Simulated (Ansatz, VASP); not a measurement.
## LiCl in VASP and in Ansatz

```
Li Cl
1.0
     3.23240    0.00000    0.00000
     0.00000    3.23240    0.00000
     0.00000    0.00000    3.23240
Li Cl
1 1
Direct
  0.00000 0.00000 0.00000
  0.50000 0.50000 0.50000
```

Alike in both runs: task single point; functional PBEsol; k mesh 8 × 8 × 8; occupations gaussian, width 0.02 eV; no spin polarisation.

```csv
,VASP,Ansatz
version,VASP 6.6.1,Ansatz 0.2.0
potentials or method,"VASP PAW PBE potentials, release 64 (Li_sv, Cl), cutoff 520 eV","scalar-relativistic, plane waves, PAW"
valence electrons in the cell,10,10
```

VASP gave:

* gap on the k mesh at the Fermi level (eV): 4.42
* least direct gap on the mesh (eV): 5.04

Problem. Estimate Ansatz's values.

Solution. gap on the k mesh at the Fermi level (eV): 4.40; least direct gap on the mesh (eV): 5.00.

VASP's potentials were made for PBE, not for PBEsol.

Noted on VASP's run: the cutoff is short for stress, so the pressure is rough.
